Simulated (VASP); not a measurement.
# TlGa (Fm-3m) in VASP: further runs

The runs below take TlGa through single point, relaxation of cell and atoms, with PBE.

Everything below comes from runs of VASP 6.6.1. Logs are shortened: lines on timing, memory, paths and dates and some standing lists are left out, and cuts for length are marked.

### Step 1. The cell of the first run

The structure is cubic, space group Fm-3m (No. 225). Conventional cell: a = 5.994 Å, b = 5.994 Å, c = 5.994 Å, α = 90.00°, β = 90.00°, γ = 90.00°. Within 3.9 Å of Tl (site symmetry m-3m) lie 6 Ga at 3.00 Å. Ga (site symmetry m-3m) has 6 Tl at 3.00 Å within 3.9 Å.

### Step 2. Single point, PBE

Input file INCAR:

```
PREC = Accurate ; ENCUT = 500
EDIFF = 1E-6 ; ISMEAR = 0
SIGMA = 0.1 ; LREAL = F
LASPH = T ; NELM = 120
ALGO = Normal ; ISIF = 2
LWAVE = F ; LCHARG = T
GGA = PE ; LELF = T
LVHAR = T ; NBANDS = 20
GGA_COMPAT = F
```

Input file KPOINTS:

```
regular mesh
0
Gamma
  16 16 16
```

Input file POSCAR:

```
TlGa
1.0
    0.0000000000      2.9970194379      2.9970194379
    2.9970194379      0.0000000000      2.9970194379
    2.9970194379      2.9970194379      0.0000000000
Tl Ga
1 1
Direct
    0.0000000000      0.0000000000      0.0000000000
    0.5000000000      0.5000000000      0.5000000000
```

Potentials or basis: VASP PAW PBE potentials, release 64 (Tl_d, Ga_d).

The run is started by

```sh
$ cat potpaw_PBE.64/Tl_d/POTCAR potpaw_PBE.64/Ga_d/POTCAR > POTCAR
$ mpirun -np 1 vasp_std > vasp.out
```

OUTCAR:

```text
PREC = Accurate
   ENCUT = 500
   EDIFF = 1E-6
   ISMEAR = 0
   LREAL = F
   LASPH = T
   NELM = 120
   ISIF = 2
   GGA = PE

 ion  position               nearest neighbor table
   1  0.000  0.000  0.000-   2 3.00   2 3.00   2 3.00   2 3.00   2 3.00   2 3.00
   2  0.500  0.500  0.500-   1 3.00   1 3.00   1 3.00   1 3.00   1 3.00   1 3.00

  LATTYP: Found a face centered cubic cell.
 ALAT       =     5.9940388758

  Lattice vectors:

 A1 = (   0.0000000000,   2.9970194379,   2.9970194379)
 A2 = (   2.9970194379,   0.0000000000,   2.9970194379)
 A3 = (   2.9970194379,   2.9970194379,   0.0000000000)

Analysis of symmetry for initial positions (statically):
=====================================================================
 Subroutine PRICEL returns:
 Original cell was already a primitive cell.

 Routine SETGRP: Setting up the symmetry group for a
 face centered cubic supercell.

 Subroutine GETGRP returns: Found 48 space group operations
 (whereof 48 operations were pure point group operations)
 out of a pool of 48 trial point group operations.

The static configuration has the point symmetry O_h .

Analysis of symmetry for dynamics (positions and initial velocities):
=====================================================================
 Subroutine PRICEL returns:
 Original cell was already a primitive cell.

 Routine SETGRP: Setting up the symmetry group for a
 face centered cubic supercell.

 Subroutine GETGRP returns: Found 48 space group operations
 (whereof 48 operations were pure point group operations)
 out of a pool of 48 trial point group operations.

The dynamic configuration has the point symmetry O_h .

 Subroutine INISYM returns: Found 48 space group operations
 (whereof 48 operations are pure point group operations),
 and found     1 'primitive' translations

----------------------------------------------------------------------------------------

                                     Primitive cell

  volume of cell :      53.8392

  direct lattice vectors                    reciprocal lattice vectors
     0.000000000  2.997019438  2.997019438    -0.166832418  0.166832418  0.166832418
     2.997019438  0.000000000  2.997019438     0.166832418 -0.166832418  0.166832418
     2.997019438  2.997019438  0.000000000     0.166832418  0.166832418 -0.166832418

  length of vectors
     4.238425536  4.238425536  4.238425536     0.288962225  0.288962225  0.288962225

  position of ions in fractional coordinates (direct lattice)
     0.000000000  0.000000000  0.000000000
     0.500000000  0.500000000  0.500000000

  ion indices of the primitive-cell ions
   primitive index   ion index
                 1           1
                 2           2

----------------------------------------------------------------------------------------

 KPOINTS: regular mesh

Automatic generation of k-mesh.
 Grid dimensions read from file:
 generate k-points for:   16   16   16

 Generating k-lattice:

  Cartesian coordinates                     Fractional coordinates (reciprocal lattice)
    -0.010427026  0.010427026  0.010427026     0.062500000  0.000000000  0.000000000
     0.010427026 -0.010427026  0.010427026     0.000000000  0.062500000  0.000000000
     0.010427026  0.010427026 -0.010427026     0.000000000  0.000000000  0.062500000

  Length of vectors
     0.018060139  0.018060139  0.018060139

  Shift w.r.t. Gamma in fractional coordinates (k-lattice)
     0.000000000  0.000000000  0.000000000

 Subroutine IBZKPT returns following result:
 ===========================================

 Found    145 irreducible k-points:

 Following reciprocal coordinates:
            Coordinates               Weight
  0.000000  0.000000  0.000000      1.000000
  0.062500  0.000000  0.000000      8.000000
  0.125000  0.000000  0.000000      8.000000
  0.187500  0.000000  0.000000      8.000000
  0.250000  0.000000  0.000000      8.000000
  0.312500  0.000000  0.000000      8.000000
[... 16 lines left out ...]
 -0.125000  0.062500  0.000000     24.000000
 -0.062500  0.062500  0.000000     12.000000
 [... further k-points ...]
   k-points           NKPTS =    145   k-points in BZ     NKDIM =    145   number of bands    NBANDS=     20
   number of dos      NEDOS =    301   number of ions     NIONS =      2
   total plane-waves  NPLWV =  32768
   dimension x,y,z NGX =    32 NGY =   32 NGZ =   32
   dimension x,y,z NGXF=    64 NGYF=   64 NGZF=   64
   ions per type =               1   1
   NGX,Y,Z   is equivalent  to a cutoff of  12.55, 12.55, 12.55 a.u.
   NGXF,Y,Z  is equivalent  to a cutoff of  25.10, 25.10, 25.10 a.u.
 SYSTEM =  unknown system
   PREC   = accura    normal or accurate (medium, high low for compatibility)
   ISTART =      0    job   : 0-new  1-cont  2-samecut
   ICHARG =      2    charge: 1-file 2-atom 10-const
   ISPIN  =      1    spin polarized calculation?
   LNONCOLLINEAR =      F non collinear calculations
   LSORBIT =      F    spin-orbit coupling
   LASPH  =      T    aspherical Exc in radial PAW
   ENCUT  =  500.0 eV  36.75 Ry    6.06 a.u.   7.73  7.73  7.73*2*pi/ulx,y,z
   NELM   =    120;   NELMIN=  2; NELMDL= -5     # of ELM steps
   EDIFF  = 0.1E-05   stopping-criterion for ELM
   LREAL  =      F    real-space projection
   EDIFFG = 0.1E-04   stopping-criterion for IOM
   NSW    =      0    number of steps for IOM
   IBRION =     -1    ionic relax: 0-MD 1-quasi-New 2-CG
   NFREE  =      0    steps in history (QN), initial steepest desc. (CG)
   ISIF   =      2    stress and relaxation
   ISYM   =      2    0-nonsym 1-usesym 2-fastsym
   POTIM  = 0.5000    time-step for ionic-motion
   TEBEG  =    0.0;   TEEND  =   0.0 temperature during run
   PSTRESS=    0.0 pullay stress
   NELECT =      26.0000    total number of electrons
   NUPDOWN=      -1.0000    fix difference up-down
   EMIN   =  10.00;   EMAX   =-10.00  energy-range for DOS
   EFERMI =   0.00;   METHOD = LEGACY
   ISMEAR =     0;   SIGMA  =   0.10  broadening in eV -4-tet -1-fermi 0-gaus
   EFERMI_NEDOS =   21; number of points for ismear=-14 and -15
   IALGO  =     38    algorithm
   IMIX   =      4    mixing-type and parameters
     AMIX     =   0.40;   BMIX     =  1.00
     AMIX_MAG =   1.60;   BMIX_MAG =  1.00
  volume/ion in A,a.u.               =      26.92       181.66
  Fermi-wavevector in a.u.,A,eV,Ry     =   1.284398  2.427161 22.445245  1.649679
  Thomas-Fermi vector in A             =   2.416594
   LORBIT       =      0    0 simple, 1 ext, 2 COOP (PROOUT), +10 PAW based schemes
   GGA     = PE    functional components
   LHFCALC =     F    Hartree Fock is set to
   AEXX    =    0.0000 exact exchange contribution
   IVDW    =     0    specifies the selected vdW correction
   LEPSILON=     F    determine dielectric tensor
   LRPA    =     F    only Hartree local field effects (RPA)
 non-spin polarized calculation
 Gauss-broadening in eV      SIGMA  =   0.10
  energy-cutoff  :      500.00
  volume of cell :       53.84
 maximum number of plane-waves:      1384
   NGX = 15   NGY = 15   NGZ = 15

 number of electron      26.0000011 magnetization

 Free energy of the ion-electron system (eV)
  ---------------------------------------------------
  ext. energy  EPLUGINS =         0.00000000
  ---------------------------------------------------
  free energy    TOTEN  =        -4.74713209 eV

  energy without entropy =       -4.73969603  energy(sigma->0) =       -4.74341406

 E-fermi :   4.9320     XC(G=0):  -9.8478

 val. band max:        4.9196093639   @ k =  -0.3750   0.3125   0.0625
 cond. band min:       4.9421223801   @ k =   0.5000   0.2500   0.0625
 fundamental gap:      0.0225130162
 Fermi energy:         4.9319753458

 k-point     1 :       0.0000    0.0000    0.0000
  band No.  band energies     occupation
      1     -10.0497      2.00000
      2     -10.0497      2.00000
      3     -10.0064      2.00000
      4     -10.0064      2.00000
      5     -10.0064      2.00000
      6      -6.4929      2.00000
[... 12 lines left out ...]
     19      12.9124      0.00000
     20      12.9130      0.00000

 k-point     2 :       0.0625    0.0000    0.0000
  band No.  band energies     occupation
      1     -10.0485      2.00000
      2     -10.0485      2.00000
      3     -10.0061      2.00000
      4     -10.0058      2.00000
      5     -10.0058      2.00000
      6      -6.4935      2.00000
[... 12 lines left out ...]
     19      12.5461      0.00000
     20      13.0327      0.00000

 k-point     3 :       0.1250    0.0000    0.0000
  band No.  band energies     occupation
      1     -10.0451      2.00000
      2     -10.0451      2.00000
      3     -10.0051      2.00000
      4     -10.0040      2.00000
      5     -10.0040      2.00000
      6      -6.4993      2.00000
[... 12 lines left out ...]
     19      12.3594      0.00000
     20      13.3072      0.00000

 k-point     4 :       0.1875    0.0000    0.0000
  band No.  band energies     occupation
      1     -10.0401      2.00000
      2     -10.0401      2.00000
      3     -10.0037      2.00000
      4     -10.0012      2.00000
      5     -10.0012      2.00000
      6      -6.5182      2.00000
[... 12 lines left out ...]
     19      12.4959      0.00000
     20      13.7269      0.00000

 k-point     5 :       0.2500    0.0000    0.0000
  band No.  band energies     occupation
      1     -10.0343      2.00000
      2     -10.0343      2.00000
      3     -10.0021      2.00000
      4      -9.9978      2.00000
      5      -9.9978      2.00000
      6      -6.5410      2.00000
[... 12 lines left out ...]
     19      13.0188      0.00000
     20      14.2874      0.00000
[... 353 lines left out ...]
      6      -6.5584      2.00000
[... 12 lines left out ...]
     19      13.0790      0.00000
     20      14.0781      0.00000

 k-point    22 :      -0.1875    0.0625    0.0000
  band No.  band energies     occupation
      1     -10.0406      2.00000
      2     -10.0349      2.00000
      3     -10.0036      2.00000
      4     -10.0007      2.00000
      5      -9.9983      2.00000
      6      -6.5356      2.00000
[... 12 lines left out ...]
     19      12.6842      0.00000
     20      13.5511      0.00000

 k-point    23 :      -0.1250    0.0625    0.0000
  band No.  band energies     occupation
      1     -10.0449      2.00000
      2     -10.0407      2.00000
      3     -10.0051      2.00000
      4     -10.0034      2.00000
      5     -10.0014      2.00000
      6      -6.5131      2.00000
[... 12 lines left out ...]
     19      12.7653      0.00000
     20      13.1873      0.00000

 k-point    24 :      -0.0625    0.0625    0.0000
  band No.  band energies     occupation
      1     -10.0477      2.00000
      2     -10.0455      2.00000
      3     -10.0059      2.00000
      4     -10.0051      2.00000
      5     -10.0040      2.00000
      6      -6.4950      2.00000
[... 12 lines left out ...]
     19      12.7915      0.00000
     20      13.0014      0.00000

 [... further k-points ...]

------------------------ aborting loop because EDIFF is reached ----------------------------------------

  FORCE on cell =-STRESS in cart. coord.  units (eV):
  Direction    XX          YY          ZZ          XY          YZ          ZX
  --------------------------------------------------------------------------------------
  -------------------------------------------------------------------------------------
  Total        0.0108587      0.0108587      0.0108587      0.0000000      0.0000000      0.0000000
  in kB        0.3231391      0.3231391      0.3231391      0.0000000      0.0000000      0.0000000
  external PRESSURE =       0.3231391 kB  Pullay stress =       0.0000000 kB

 VOLUME and BASIS-vectors are now :
 -----------------------------------------------------------------------------
  energy-cutoff  :      500.00
  volume of cell :       53.84
      direct lattice vectors                 reciprocal lattice vectors
     0.000000000  2.997019438  2.997019438    -0.166832418  0.166832418  0.166832418
     2.997019438  0.000000000  2.997019438     0.166832418 -0.166832418  0.166832418
     2.997019438  2.997019438  0.000000000     0.166832418  0.166832418 -0.166832418

 POSITION                                       TOTAL-FORCE (eV/Angst)
 -----------------------------------------------------------------------------------
      0.00000      0.00000      0.00000         0.000000      0.000000     -0.000000
      2.99702      2.99702      2.99702         0.000000      0.000000      0.000000
 -----------------------------------------------------------------------------------
    total drift:                                0.000000     -0.000000      0.000000

  FREE ENERGIE OF THE ION-ELECTRON SYSTEM (eV)
  ---------------------------------------------------
  free  energy   TOTEN  =        -4.7471320909 eV

  energy  without entropy=       -4.7396960289  energy(sigma->0) =       -4.74341406
```

Run time: 36 s. Hardware: 1 thread of Intel Xeon 6975P-C (Granite Rapids), shared host; peak memory 0.28 GiB.

Results:

```yaml
Free_energy: -4.7471 eV
Pressure: 0.0 GPa
Band_gap_on_the_k_mesh: zero (band 13 reaches 8.06 eV, above the bottom of band 14 at 2.73 eV)
```

Caveat: spin-orbit coupling is left out, which moves the levels of the heavy elements.

### Step 3. Relaxation of cell and atoms, PBE

This run uses another cell than the first one, of 27.68 Å³/atom, 1.028 times its volume.

Input file INCAR:

```
  PREC = Accurate
  ENCUT = 500
  EDIFF = 1E-7
  ISMEAR = 0
  SIGMA = 0.1
  LREAL = False
  LASPH = True
  NELM = 120
  ALGO = Normal
  ISIF = 3
  LWAVE = False
  LCHARG = False
  GGA = PE
  IBRION = 2
  NSW = 100
  EDIFFG = -0.01
  GGA_COMPAT = False
  NELMIN = 4
```

Input file KPOINTS:

```
Automatic mesh
0
Gamma
  16 16 16
```

Input file POSCAR:

```
TlGa
1.0
    0.0000000000      3.0248848800      3.0248848800
    3.0248848800      0.0000000000      3.0248848800
    3.0248848800      3.0248848800      0.0000000000
Tl Ga
1 1
Direct
    0.0000000000      0.0000000000      0.0000000000
    0.5000000000      0.5000000000      0.5000000000
```

Potentials or basis: VASP PAW PBE potentials, release 64 (Tl_d, Ga_d).

The run is started by

```sh
$ cat potpaw_PBE.64/Tl_d/POTCAR potpaw_PBE.64/Ga_d/POTCAR > POTCAR
$ mpirun -np 1 vasp_std > vasp.out
```

Wall time 72 s (1 thread of Intel Xeon 6975P-C (Granite Rapids), shared host); peak memory 0.29 GiB.

It converged, with:

| Item | Value |
| --- | --- |
| Free energy | -4.7476 eV |
| Relaxed volume | 26.96 Å³/atom |
| Relaxed cell | a = 4.241 Å, b = 4.241 Å, c = 4.241 Å, α = 60.00°, β = 60.00°, γ = 60.00° |
| Space group after relaxing (to 0.05 Å) | Fm-3m (No. 225) |
| Energy gained by relaxing | 1.7 meV/atom |
| Ionic steps | 3 |
| Pressure after relaxing | 0.0 GPa |
| Band gap on the k mesh | zero (band 13 reaches 8.04 eV, above the bottom of band 14 at 2.72 eV) |

Step by step:
| step | energy change (eV) | largest force (eV/Å) | pressure (GPa) | volume (Å³) |
| --- | --- | --- | --- | --- |
| 1 | 0.0000 | 0.0000 | -0.72 | 55.35 |
| 2 | -0.0031 | 0.0000 | -0.26 | 54.36 |
| 3 | -0.0035 | 0.0000 | -0.01 | 53.92 |

Final structure:
```
CELL_PARAMETERS angstrom
0.00000 2.99855 2.99855
2.99855 0.00000 2.99855
2.99855 2.99855 0.00000
ATOMIC_POSITIONS crystal
Tl 0.00000 0.00000 0.00000
Ga 0.50000 0.50000 0.50000
```

Levels at points of the mesh, in eV from the Fermi level:
| k point | band 10 | band 11 | band 12 | band 13 | band 14 | band 15 | band 16 | band 17 |
| --- | --- | --- | --- | --- | --- | --- | --- | --- |
| (0.00, 0.00, 0.00) | -11.41 | -9.78 | 0.82 | 2.04 | 2.04 | 2.04 | 7.61 | 7.61 |
| (0.50, 0.00, 0.00) | -11.35 | -6.74 | -6.35 | 3.12 | 3.12 | 3.39 | 3.39 | 3.58 |
| (0.50, 0.50, 0.00) | -11.31 | -6.26 | -3.30 | -2.77 | -0.54 | -0.54 | 4.58 | 10.30 |

Caveat: spin-orbit coupling is left out, which moves the levels of the heavy elements.

[end of part 1 of 2]
